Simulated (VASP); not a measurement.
Here is a VASP 6.6.1 calculation.

Contents of INCAR:

```
PREC = Accurate
ENCUT = 520
EDIFF = 1E-6
ISMEAR = 0
SIGMA = 0.02
LREAL = False
LASPH = True
NELM = 150
ALGO = Normal
ISIF = 2
LWAVE = False
LCHARG = False
LMAXMIX = 4
LDAU = True
LDAUTYPE = 2
LDAUL = -1 2 -1
LDAUU = 0 4 0
LDAUJ = 0 0 0
LDAUPRINT = 1
GGA = PE
NBANDS = 28
```

File KPOINTS:

```
regular mesh
0
Gamma
  8 8 8
```

POSCAR

```
SrTiO3
1.0
    3.9471298222      0.0000000000      0.0000000000
    0.0000000000      3.9471298222      0.0000000000
    0.0000000000      0.0000000000      4.0655437169
Sr Ti O
1 1 3
Direct
    0.0000000000      0.0000000000      0.0000000000
    0.5000000000      0.5000000000      0.5000000000
    0.5000000000      0.0000000000      0.5000000000
    0.5000000000      0.5000000000      0.0000000000
    0.0000000000      0.5000000000      0.5000000000
```

Potentials or basis: VASP PAW PBE potentials, release 64 (Sr_sv, Ti_sv, O).

Command:

```sh
$ cat potpaw_PBE.64/Sr_sv/POTCAR potpaw_PBE.64/Ti_sv/POTCAR potpaw_PBE.64/O/POTCAR > POTCAR
$ mpirun -np 1 vasp_std > vasp.out
```

(1) What does it give for the band gap on the k mesh?

(2) Predict the pressure.

Answers

(1) 2.19 eV (least direct gap 2.67 eV).

(2) -2.0 GPa.

Caveat: the cell differs from its parent crystal (strain along c alone, the other axes held: +3.0 %).
